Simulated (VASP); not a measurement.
Here is a VASP 6.6.1 calculation.

File INCAR:

```
PREC     = Accurate       # precision mode
ENCUT    = 520            # plane-wave cutoff, eV
EDIFF    = 1E-6           # SCF threshold, eV
ISMEAR   = 0              # smearing method
SIGMA    = 0.1            # smearing width, eV
LREAL    = False          # projectors in reciprocal space
LASPH    = True           # aspherical terms in the spheres
NELM     = 60             # most SCF steps
ALGO     = Normal         # electronic algorithm
ISIF     = 2              # what is computed and relaxed
LWAVE    = False          # write WAVECAR
LCHARG   = False          # write CHGCAR
LDIPOL   = True         
IDIPOL   = 3            
DIPOL    = 0.5 0.5 0.403
GGA      = PE             # functional
IVDW     = 12             # dispersion correction
NBANDS   = 33             # bands
```

Contents of KPOINTS:

```
Automatic mesh
0
Gamma
  9 9 1
```

The input POSCAR:

```
TiTe2
1.0
    3.6786896756      0.0000000000      0.0000000000
   -1.8393448378      3.1858387117      0.0000000000
    0.0000000000      0.0000000000     24.5502267604
Te Ti
4 2
Direct
    0.3333333333      0.6666666667      0.1832976959
    0.6666666667      0.3333333333      0.3268855094
    0.6666666667      0.3333333333      0.4788189329
    1.0000000000      0.0000000000      0.6224067464
    0.0000000000      0.0000000000      0.2550916027
    0.3333333333     -0.3333333333      0.5506128396
```

Potentials or basis: VASP PAW PBE potentials, release 64 (Te, Ti_sv).

The run is started by

```sh
$ cat potpaw_PBE.64/Te/POTCAR potpaw_PBE.64/Ti_sv/POTCAR > POTCAR
$ mpirun -np 1 vasp_std > vasp.out
```

Problem. Estimate the dispersion energy per atom.

Solution. -0.411 eV.

Problem. Estimate the largest force.

Solution. 0.121 eV/Å.

Forces on the atoms (eV/Å):
```
Te   0.000  0.000 -0.030
Te   0.000  0.000 -0.114
Te   0.000  0.000  0.114
Te   0.000  0.000  0.030
Ti   0.000  0.000  0.121
Ti   0.000  0.000 -0.121
```
